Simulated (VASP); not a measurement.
A run of VASP 6.6.1 is set up as follows.

File INCAR:

```
  PREC = Accurate
  ENCUT = 520
  EDIFF = 1E-7
  ISMEAR = -1
  SIGMA = 0.02
  LREAL = F
  LASPH = T
  NELM = 100
  ALGO = Normal
  ISIF = 2
  LWAVE = F
  LCHARG = F
  GGA = PE
  NBANDS = 11
```

The input KPOINTS:

```
Automatic mesh
0
Gamma
  14 14 14
```

POSCAR

```
BN
1.0
    0.0000000000      1.8075000000      1.7713500000
    1.8075000000      0.0000000000      1.7713500000
    1.8075000000      1.8075000000      0.0000000000
B N
1 1
Direct
    0.0000000000      0.0000000000      0.0000000000
    0.2500000000      0.2500000000      0.2500000000
```

Potentials or basis: VASP PAW PBE potentials, release 64 (B, N).

The run is started by

```console
$ cat potpaw_PBE.64/B/POTCAR potpaw_PBE.64/N/POTCAR > POTCAR
$ mpirun -np 1 vasp_std > vasp.out
```

Question: What does it give for the band gap on the k mesh?

Answer: 4.12 eV, indirect (least direct gap 8.69 eV).

Question: Predict the pressure.

Answer: 11.4 GPa.

Stress tensor (GPa, compression positive):
```
 7.27  0.00  0.00
 0.00  7.27  0.00
 0.00  0.00 19.57
```

Caveat: the cell differs from its parent crystal (z stretched by -2 %, then relaxed in part). A k mesh can miss the band edges.
